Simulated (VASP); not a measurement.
Write the native input for VASP 6.6.1 that does the following.

```
Task                   : single point
Functional             : PBE
Potentials or basis    : VASP PAW PBE potentials, release 64 (Mn_pv, Si)
Cutoff                 : 520 eV
k mesh                 : 9 × 9 × 9
Occupations            : fermi-dirac, width 0.05 eV
Spin                   : collinear spin, ferromagnetic start
Starting moments       : [4.0, 0.0] μB
Dipole correction      : no
Further INCAR settings : ALGO = Normal; EDIFF = 1e-07; NBANDS = 20
```

The structure of MnSi lies in POSCAR:

```
MnSi
1.0
    2.9470558152      0.0000000000      0.0000000000
    0.0000000000      2.9470558152      0.0000000000
    0.0000000000      0.0000000000      2.9470558152
Mn Si
1 1
Direct
    0.5000000000      0.5000000000      0.5000000000
    0.0000000000      0.0000000000      0.0000000000
```

These files were run (other wordings do the same):

INCAR

```
SYSTEM = MnSi
PREC = Accurate
ENCUT = 520
EDIFF = 1E-7
ISMEAR = -1
SIGMA = 0.05
LREAL = .False.
LASPH = .True.
NELM = 150
ALGO = Normal
ISIF = 2
LWAVE = .False.
LCHARG = .True.
ISPIN = 2
MAGMOM = 4 0
LORBIT = 11
LMAXMIX = 4
GGA = PE
LELF = .True.
LVHAR = .True.
NBANDS = 20
```

KPOINTS

```
regular mesh
0
Gamma
  9 9 9
  0 0 0
```

Potentials or basis: VASP PAW PBE potentials, release 64 (Mn_pv, Si).

Run with:

```bash
$ cat potpaw_PBE.64/Mn_pv/POTCAR potpaw_PBE.64/Si/POTCAR > POTCAR
$ mpirun -np 1 vasp_std > vasp.out
```

Results of the run:

```
Pressure                                              : -22.2 GPa
Net moment                                            : 0.85 μB per cell
Site moments                                          : Mn +0.92; Si -0.06 μB
Valence electrons inside the program's atomic spheres : Mn 11.80; Si 1.55
```

Caveat: the cell stands under tension.

It took 59 s on 1 thread of Intel Xeon 8259CL, with other jobs on the host, peak memory 0.16 GiB.
